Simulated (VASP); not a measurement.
A run of VASP 6.6.1 is set up as follows.

File INCAR:

```
SYSTEM = HC18F
  ALGO = Normal
  EDIFF = 1E-6
  ENCUT = 520
  GGA = PE
  ISIF = 2
  ISMEAR = 0
  LASPH = .TRUE.
  LCHARG = .TRUE.
  LELF = .TRUE.
  LREAL = Auto
  LVHAR = .TRUE.
  LWAVE = .FALSE.
  NBANDS = 56
  NELM = 100
  PREC = Accurate
  SIGMA = 0.02
```

KPOINTS

```
k-points
0
G
  2 2 1
  0 0 0
```

Contents of POSCAR:

```
HC18F
1.0
    7.3980000000      0.0000000000      0.0000000000
   -3.6990000000      6.4068560000      0.0000000000
    0.0000000000      0.0000000000     12.0000000000
C F H
18 1 1
Direct
   -0.0010377691     -0.0042131429      0.0759307500
    0.2224345439      0.1076538945      0.0794965833
    0.0000552245      0.3289674374      0.0813910000
    0.2206944738      0.4392867578      0.0823643333
   -0.0010375173      0.6610541894      0.0759305000
    0.2224330607      0.7726582274      0.0794963333
    0.3341624236     -0.0039790187      0.0795877500
    0.5535979337      0.1057384464      0.0763590833
    0.3321651685      0.3274709155      0.0798314167
    0.5555767514      0.4393757250      0.0751803333
    0.3321643566      0.6625725629      0.0798313333
    0.5555776276      0.7740798295      0.0751803333
    0.6649837376     -0.0066616137      0.0734579167
    0.8885396469      0.1048481502      0.0749839167
    0.6649826298      0.3295232482      0.0734575000
    0.8885403858      0.4415700930      0.0749837500
    0.6672305011      0.6625550816      0.0738225000
    0.8869877533      0.7724334681      0.0737947500
    0.7412214059      0.1995501382      0.2715840000
    0.8668051776      0.2623427154      0.2261135833
```

Potentials or basis: VASP PAW PBE potentials, release 64 (C, F, H).

Command:

```console
$ cat potpaw_PBE.64/C/POTCAR potpaw_PBE.64/F/POTCAR potpaw_PBE.64/H/POTCAR > POTCAR
$ mpirun -np 1 vasp_std > vasp.out
```

(1) Estimate the largest force.

(2) Estimate the band gap on the k mesh.

Answers

(1) 1.129 eV/Å.

(2) 0.15 eV.

Caveat: the k points lie up to 0.49 Å⁻¹ apart; there is no dipole correction, which matters where the two faces differ; semilocal functionals underestimate gaps, and a narrow one can read as zero.
